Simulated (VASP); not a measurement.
Wanted: the native input for a VASP 6.6.1 run.

| Property | Result |
| --- | --- |
| Task | electric field gradients |
| Functional | PBE |
| Potentials or basis | VASP PAW PBE potentials, release 64 (B, N) |
| Cutoff | 520 eV |
| k mesh | 13 × 13 × 13 |
| Occupations | fermi-dirac, width 0.03 eV |
| Spin | no spin polarisation |
| Dipole correction | no |
| Further INCAR settings | ALGO = Normal; EDIFF = 1e-08; NBANDS = 11 |

The structure of BN lies in POSCAR:

```
BN
1.0
    0.0000000000      1.8075000000      1.8617250000
    1.8075000000      0.0000000000      1.8617250000
    1.8075000000      1.8075000000      0.0000000000
B N
1 1
Direct
    0.0000000000      0.0000000000      0.0000000000
    0.7500000000      0.7500000000      0.7500000000
```

This cell differs from its parent crystal: zz strain of +3 %.

These files were run (other wordings do the same):

INCAR

```
SYSTEM = BN
ALGO     = Normal         ! electronic algorithm
EDIFF    = 1E-8           ! SCF threshold, eV
ENCUT    = 520            ! plane-wave cutoff, eV
GGA      = PE             ! functional
ISIF     = 2              ! what is computed and relaxed
ISMEAR   = -1             ! smearing method
LASPH    = .True.         ! aspherical terms in the spheres
LCHARG   = .False.        ! write CHGCAR
LEFG     = .True.       
LREAL    = .False.        ! projectors in reciprocal space
LWAVE    = .False.        ! write WAVECAR
NBANDS   = 11             ! bands
NELM     = 60             ! most SCF steps
PREC     = Accurate       ! precision mode
SIGMA    = 0.03           ! smearing width, eV
```

KPOINTS

```
k-points
0
Gamma
  13 13 13
  0 0 0
```

Potentials or basis: VASP PAW PBE potentials, release 64 (B, N).

Launch:

```console
$ cat potpaw_PBE.64/B/POTCAR potpaw_PBE.64/N/POTCAR > POTCAR
$ mpirun -np 1 vasp_std > vasp.out
```

Results of the run:

```yaml
Pressure: -7.5 GPa
Band_gap_on_the_k_mesh: 4.24 eV, indirect (least direct gap 8.52 eV)
```

Caveat: the cell differs from its parent crystal (zz strain of +3 %); without QUAD_EFG the Cq values of the log hold for a quadrupole moment of 1 mb, not for the nuclei.

Run time: 20 s on 1 thread of Intel Xeon 6975P-C, with other jobs on the host, peak memory 0.14 GiB.
